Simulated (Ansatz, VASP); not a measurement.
## One calculation of Al3Cu2, two programs

```xyz
5
Lattice="4.0986 0.0000 0.0000 -2.0493 3.5495 0.0000 0.1495 0.0000 4.9821" Properties=species:S:1:pos:R:3 pbc="T T T"
Al    0.0000    0.0000    0.0000
Al    0.0518    2.3662    1.7514
Al    2.1470    1.1833    3.2307
Cu    0.1212    2.3665    4.1969
Cu    2.0775    1.1830    0.7852
```

Change from the starting cell: shear of c along a, cell held, atoms relaxed: +3.0 %.

Alike in both runs: functional PBEsol; k mesh 12 × 12 × 8; occupations gaussian, width 0.1 eV; no spin polarisation.

Ansatz relaxed the structure, and its values are those at the end. VASP's run is a single point on that final structure, the one shown.

|  | VASP | Ansatz |
| --- | --- | --- |
| version | VASP 6.6.1 | Ansatz 0.2.0 |
| potentials or method | VASP PAW PBE potentials, release 64 (Al, Cu), cutoff 520 eV | scalar-relativistic, plane waves, PAW |
| valence electrons in the cell | 31 | 47 |

VASP gave:

| Property | Result |
| --- | --- |
| gap on the k mesh at the Fermi level (eV) | none |
| pressure (GPa) | 0.9 |
| rms of the force components (eV/Å) | 0.003 |

Problem. Which values does Ansatz return?

Solution. gap on the k mesh at the Fermi level (eV): none; pressure (GPa): 0.1; rms of the force components (eV/Å): 0.003.

VASP's potentials were made for PBE, not for PBEsol. A gap of «none» marks a metal or a gap that the smearing closes. The functional is the same, so the differences come from potentials, cutoffs and numerics. VASP's potentials hold 31 valence electrons a cell and Ansatz's 47, so a difference there can come from the potentials and not from the codes. Ansatz's warnings: stress scf threshold loose.
